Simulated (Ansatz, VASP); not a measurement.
# Two plane-wave programs on Se

```
CELL_PARAMETERS angstrom
4.73778 0.00000 0.00000
-2.36889 4.10304 0.00000
0.00000 0.00000 3.17448
ATOMIC_POSITIONS crystal
Se 0.00000 0.00000 0.00000
Se 0.33333 0.66667 0.50000
Se 0.66667 0.33333 0.50000
```

Alike in both runs: task single point; functional PBEsol; k mesh 9 × 9 × 11; occupations fermi-dirac, width 0.1 eV; no spin polarisation.

|  | VASP | Ansatz |
| --- | --- | --- |
| version | VASP 6.6.1 | Ansatz 0.2.0 |
| potentials or method | VASP PAW PBE potentials, release 64 (Se), cutoff 520 eV | plane waves (420 eV) with PAW, scalar-relativistic |
| valence electrons in the cell | 18 | 48 |

```csv
,VASP,Ansatz,Ansatz less VASP
pressure (GPa),-2.9,-3.0,-0.07
"traceless stress, the component that is largest in VASP (GPa)",1.22,1.23,+0.012
```

VASP's potentials were made for PBE, not for PBEsol, and Ansatz warns of the same on its side. VASP's potentials hold 18 valence electrons a cell and Ansatz's 48, so a difference there can come from the potentials and not from the codes.
